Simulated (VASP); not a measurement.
# Sc (I4/mmm) in VASP: single point with LDA

Aim: the single point of Sc with LDA.

Program: VASP 6.6.1. These are calculated values, not measurements. Logs are shortened: lines on timing, memory, paths and dates and some standing lists are left out, and cuts for length are marked.

## (1) The cell of the first run

Symmetry: I4/mmm, No. 139, tetragonal system. The conventional cell has a = 3.572 Å, b = 3.572 Å, c = 4.541 Å, α = 90.00°, β = 90.00°, γ = 90.00°. Sc (site symmetry 4/mmm) has 12 Sc at 3.40 to 3.57 Å within 4.5 Å.

## (2) Single point, LDA (strain +0.1125 x Voigt [1, 1, 0, 0, 0, 0])

Input file INCAR:

```
PREC = Accurate
ENCUT = 520
EDIFF = 1E-7
ISMEAR = 0
SIGMA = 0.15
LREAL = F
LASPH = T
NELM = 80
ALGO = Fast
ISIF = 2
LWAVE = F
LCHARG = F
GGA = CA
NBANDS = 12
```

Input file KPOINTS:

```
regular mesh
0
Gamma
  18 18 18
```

Input file POSCAR:

```
Sc
1.0
    0.0000000000      2.5259312500      2.2705000000
    2.5259312500      0.0000000000      2.2705000000
    2.5259312500      2.5259312500      0.0000000000
Sc
1
Direct
    0.0000000000      0.0000000000      0.0000000000
```

Potentials or basis: VASP PAW LDA potentials, release 64 (Sc_sv).

Run with:

```bash
> cat potpaw_LDA.64/Sc_sv/POTCAR > POTCAR
> mpirun -np 1 vasp_std > vasp.out
```

OUTCAR:

```text
PREC = Accurate
   ENCUT = 520
   EDIFF = 1E-7
   ISMEAR = 0
   LREAL = F
   LASPH = T
   NELM = 80
   ISIF = 2
   GGA = CA

 ion  position               nearest neighbor table
   1  0.000  0.000  0.000-

  LATTYP: Found a body centered tetragonal cell.
 ALAT       =     3.5722062314
 C/A-ratio  =     1.2712032021

  Lattice vectors:

 A1 = (   0.0000000000,  -2.5259312500,  -2.2705000000)
 A2 = (   0.0000000000,   2.5259312500,  -2.2705000000)
 A3 = (   2.5259312500,   0.0000000000,   2.2705000000)

Analysis of symmetry for initial positions (statically):
=====================================================================
 Subroutine PRICEL returns:
 Original cell was already a primitive cell.

 Routine SETGRP: Setting up the symmetry group for a
 body centered tetragonal supercell.

 Subroutine GETGRP returns: Found 16 space group operations
 (whereof 16 operations were pure point group operations)
 out of a pool of 16 trial point group operations.

The static configuration has the point symmetry D_4h.

Analysis of symmetry for dynamics (positions and initial velocities):
=====================================================================
 Subroutine PRICEL returns:
 Original cell was already a primitive cell.

 Routine SETGRP: Setting up the symmetry group for a
 body centered tetragonal supercell.

 Subroutine GETGRP returns: Found 16 space group operations
 (whereof 16 operations were pure point group operations)
 out of a pool of 16 trial point group operations.

The dynamic configuration has the point symmetry D_4h.

 Subroutine INISYM returns: Found 16 space group operations
 (whereof 16 operations are pure point group operations),
 and found     1 'primitive' translations

----------------------------------------------------------------------------------------

                                     Primitive cell

  volume of cell :      28.9731

  direct lattice vectors                    reciprocal lattice vectors
     0.000000000  2.525931250  2.270500000    -0.197946797  0.197946797  0.220215811
     2.525931250  0.000000000  2.270500000     0.197946797 -0.197946797  0.220215811
     2.525931250  2.525931250  0.000000000     0.197946797  0.197946797 -0.220215811

  length of vectors
     3.396394990  3.396394990  3.572206231     0.356175339  0.356175339  0.356175339

  position of ions in fractional coordinates (direct lattice)
     0.000000000  0.000000000  0.000000000

  ion indices of the primitive-cell ions
   primitive index   ion index
                 1           1

----------------------------------------------------------------------------------------

 KPOINTS: regular mesh

Automatic generation of k-mesh.
 Grid dimensions read from file:
 generate k-points for:   18   18   18

 Generating k-lattice:

  Cartesian coordinates                     Fractional coordinates (reciprocal lattice)
    -0.010997044  0.010997044  0.012234212     0.055555556  0.000000000  0.000000000
     0.010997044 -0.010997044  0.012234212     0.000000000  0.055555556  0.000000000
     0.010997044  0.010997044 -0.012234212     0.000000000  0.000000000  0.055555556

  Length of vectors
     0.019787519  0.019787519  0.019787519

  Shift w.r.t. Gamma in fractional coordinates (k-lattice)
     0.000000000  0.000000000  0.000000000

 Subroutine IBZKPT returns following result:
 ===========================================

 Found    480 irreducible k-points:

 Following reciprocal coordinates:
            Coordinates               Weight
  0.000000  0.000000  0.000000      1.000000
  0.055556 -0.000000  0.000000      8.000000
  0.111111 -0.000000  0.000000      8.000000
  0.166667 -0.000000  0.000000      8.000000
  0.222222  0.000000  0.000000      8.000000
  0.277778 -0.000000  0.000000      8.000000
[... 16 lines left out ...]
 -0.277778  0.055556  0.000000      8.000000
 -0.222222  0.055556  0.000000      8.000000
 [... further k-points ...]
   k-points           NKPTS =    480   k-points in BZ     NKDIM =    480   number of bands    NBANDS=     12
   number of dos      NEDOS =    301   number of ions     NIONS =      1
   total plane-waves  NPLWV =  21952
   dimension x,y,z NGX =    28 NGY =   28 NGZ =   28
   dimension x,y,z NGXF=    56 NGYF=   56 NGZF=   56
   ions per type =               1
   NGX,Y,Z   is equivalent  to a cutoff of  13.71, 13.71, 13.03 a.u.
   NGXF,Y,Z  is equivalent  to a cutoff of  27.41, 27.41, 26.06 a.u.
 SYSTEM =  unknown system
   PREC   = accura    normal or accurate (medium, high low for compatibility)
   ISTART =      0    job   : 0-new  1-cont  2-samecut
   ICHARG =      2    charge: 1-file 2-atom 10-const
   ISPIN  =      1    spin polarized calculation?
   LNONCOLLINEAR =      F non collinear calculations
   LSORBIT =      F    spin-orbit coupling
   LASPH  =      T    aspherical Exc in radial PAW
   ENCUT  =  520.0 eV  38.22 Ry    6.18 a.u.   6.32  6.32  6.64*2*pi/ulx,y,z
   NELM   =     80;   NELMIN=  2; NELMDL= -5     # of ELM steps
   EDIFF  = 0.1E-06   stopping-criterion for ELM
   LREAL  =      F    real-space projection
   EDIFFG = 0.1E-05   stopping-criterion for IOM
   NSW    =      0    number of steps for IOM
   IBRION =     -1    ionic relax: 0-MD 1-quasi-New 2-CG
   NFREE  =      0    steps in history (QN), initial steepest desc. (CG)
   ISIF   =      2    stress and relaxation
   ISYM   =      2    0-nonsym 1-usesym 2-fastsym
   POTIM  = 0.5000    time-step for ionic-motion
   TEBEG  =    0.0;   TEEND  =   0.0 temperature during run
   PSTRESS=    0.0 pullay stress
   NELECT =      11.0000    total number of electrons
   NUPDOWN=      -1.0000    fix difference up-down
   EMIN   =  10.00;   EMAX   =-10.00  energy-range for DOS
   EFERMI =   0.00;   METHOD = LEGACY
   ISMEAR =     0;   SIGMA  =   0.15  broadening in eV -4-tet -1-fermi 0-gaus
   EFERMI_NEDOS =   21; number of points for ismear=-14 and -15
   IALGO  =     68    algorithm
   IMIX   =      4    mixing-type and parameters
     AMIX     =   0.40;   BMIX     =  1.00
     AMIX_MAG =   1.60;   BMIX_MAG =  1.00
  volume/ion in A,a.u.               =      28.97       195.52
  Fermi-wavevector in a.u.,A,eV,Ry     =   1.185425  2.240129 19.119359  1.405233
  Thomas-Fermi vector in A             =   2.321619
   LORBIT       =      0    0 simple, 1 ext, 2 COOP (PROOUT), +10 PAW based schemes
   GGA     = CA    functional components
   LHFCALC =     F    Hartree Fock is set to
   AEXX    =    0.0000 exact exchange contribution
   IVDW    =     0    specifies the selected vdW correction
   LEPSILON=     F    determine dielectric tensor
   LRPA    =     F    only Hartree local field effects (RPA)
 non-spin polarized calculation
 RMM-DIIS sequential band-by-band and
 Gauss-broadening in eV      SIGMA  =   0.15
  energy-cutoff  :      520.00
  volume of cell :       28.97
 maximum number of plane-waves:       805
 NGX is ok and might be reduce to    28
   NGX = 13   NGY = 13   NGZ = 13

 number of electron      10.9999999 magnetization

 Free energy of the ion-electron system (eV)
  ---------------------------------------------------
  ext. energy  EPLUGINS =         0.00000000
  ---------------------------------------------------
  free energy    TOTEN  =        -6.44088482 eV

  energy without entropy =       -6.41226449  energy(sigma->0) =       -6.42657465

 E-fermi :   2.6329     XC(G=0):  -9.4973

 val. band max:        2.6288536219   @ k =  -0.4444   0.0000   0.1111
 cond. band min:       2.6348077522   @ k =  -0.4444   0.1111   0.0556
 fundamental gap:      0.0059541304
 Fermi energy:         2.6329404208

 k-point     1 :       0.0000    0.0000    0.0000
  band No.  band energies     occupation
      1     -46.6369      2.00000
      2     -25.4565      2.00000
      3     -25.4561      2.00000
      4     -25.4561      2.00000
      5      -2.1792      2.00000
      6       3.7768      0.00000
      7       3.7768      0.00000
      8       4.2992      0.00000
      9       4.6720      0.00000
     10       5.2474      0.00000
     11      14.5329      0.00000
     12      16.6965      0.00000

 k-point     2 :       0.0556   -0.0000    0.0000
  band No.  band energies     occupation
      1     -46.6359      2.00000
      2     -25.4635      2.00000
      3     -25.4576      2.00000
      4     -25.4568      2.00000
      5      -2.1106      2.00000
      6       3.7613      0.00000
      7       3.7989      0.00000
      8       4.2922      0.00000
      9       4.6647      0.00000
     10       5.2267      0.00000
     11      14.5560      0.00000
     12      16.2915      0.00000

 k-point     3 :       0.1111   -0.0000    0.0000
  band No.  band energies     occupation
      1     -46.6332      2.00000
      2     -25.4842      2.00000
      3     -25.4619      2.00000
      4     -25.4580      2.00000
      5      -1.9075      2.00000
      6       3.6951      0.00000
      7       3.8499      0.00000
      8       4.2933      0.00000
      9       4.6602      0.00000
     10       5.1748      0.00000
     11      14.4277      0.00000
     12      15.4222      0.00000

 k-point     4 :       0.1667   -0.0000    0.0000
  band No.  band energies     occupation
      1     -46.6291      2.00000
      2     -25.5157      2.00000
      3     -25.4684      2.00000
      4     -25.4599      2.00000
      5      -1.5788      2.00000
      6       3.5564      0.00000
      7       3.8841      0.00000
      8       4.3257      0.00000
      9       4.7085      0.00000
     10       5.1209      0.00000
     11      13.5196      0.00000
     12      15.0895      0.00000

 k-point     5 :       0.2222    0.0000    0.0000
  band No.  band energies     occupation
      1     -46.6240      2.00000
      2     -25.5542      2.00000
      3     -25.4765      2.00000
      4     -25.4622      2.00000
      5      -1.1407      2.00000
      6       3.3657      0.00000
      7       3.8577      0.00000
      8       4.3600      0.00000
      9       4.8566      0.00000
     10       5.1106      0.00000
     11      12.2759      0.00000
     12      14.8802      0.00000
[... 228 lines left out ...]
      1     -46.6081      2.00000
      2     -25.6663      2.00000
      3     -25.5008      2.00000
      4     -25.4770      2.00000
      5       0.6411      2.00000
      6       2.8071      0.10057
      7       3.6282      0.00000
      8       4.1628      0.00000
      9       5.5841      0.00000
     10       5.6013      0.00000
     11       8.7680      0.00000
     12      13.8153      0.00000

 k-point    22 :      -0.3333    0.0556    0.0000
  band No.  band energies     occupation
      1     -46.6119      2.00000
      2     -25.6378      2.00000
      3     -25.4939      2.00000
      4     -25.4764      2.00000
      5       0.1282      2.00000
      6       2.9414      0.00363
      7       3.7080      0.00000
      8       4.2013      0.00000
      9       5.3128      0.00000
     10       5.4973      0.00000
     11       9.6814      0.00000
     12      14.1477      0.00000

 k-point    23 :      -0.2778    0.0556    0.0000
  band No.  band energies     occupation
      1     -46.6168      2.00000
      2     -25.6015      2.00000
      3     -25.4856      2.00000
      4     -25.4747      2.00000
      5      -0.4324      2.00000
      6       3.1126      0.00001
      7       3.8082      0.00000
      8       4.2563      0.00000
      9       5.0204      0.00000
     10       5.3712      0.00000
     11      10.7964      0.00000
     12      14.5516      0.00000

 k-point    24 :      -0.2222    0.0556    0.0000
  band No.  band energies     occupation
      1     -46.6222      2.00000
      2     -25.5617      2.00000
      3     -25.4770      2.00000
      4     -25.4724      2.00000
      5      -0.9652      2.00000
      6       3.2971      0.00000
      7       3.9038      0.00000
      8       4.3146      0.00000
      9       4.7612      0.00000
     10       5.2594      0.00000
     11      12.0234      0.00000
     12      14.8965      0.00000

 [... further k-points ...]
[... 5 lines left out ...]
  --------------------------------------------------------------------------------------
  -------------------------------------------------------------------------------------
  Total       -1.8919288     -1.8919288     -1.5343944      0.0000000      0.0000000      0.0000000
  in kB     -104.6214683   -104.6214683    -84.8502315      0.0000000      0.0000000      0.0000000
  external PRESSURE =     -98.0310560 kB  Pullay stress =       0.0000000 kB

 VOLUME and BASIS-vectors are now :
 -----------------------------------------------------------------------------
  energy-cutoff  :      520.00
  volume of cell :       28.97
      direct lattice vectors                 reciprocal lattice vectors
     0.000000000  2.525931250  2.270500000    -0.197946797  0.197946797  0.220215811
     2.525931250  0.000000000  2.270500000     0.197946797 -0.197946797  0.220215811
     2.525931250  2.525931250  0.000000000     0.197946797  0.197946797 -0.220215811

 POSITION                                       TOTAL-FORCE (eV/Angst)
 -----------------------------------------------------------------------------------
      0.00000      0.00000      0.00000         0.000000      0.000000      0.000000
 -----------------------------------------------------------------------------------
    total drift:                               -0.000000     -0.000000     -0.000000

  FREE ENERGIE OF THE ION-ELECTRON SYSTEM (eV)
  ---------------------------------------------------
  free  energy   TOTEN  =        -6.4408848200 eV

  energy  without entropy=       -6.4122644879  energy(sigma->0) =       -6.42657465
```

Wall time 2 min (1 thread of Intel Xeon Platinum 8488C (Sapphire Rapids), shared host); peak memory 0.27 GiB.

Results:

```
Free energy : -6.4409 eV
Pressure    : -9.8 GPa
```

Stress tensor (GPa, compression positive):
```
-10.46   0.00   0.00
  0.00 -10.46   0.00
  0.00   0.00  -8.49
```

Caveat: the cell differs from its parent crystal (strain +0.1125 x Voigt [1, 1, 0, 0, 0, 0]).
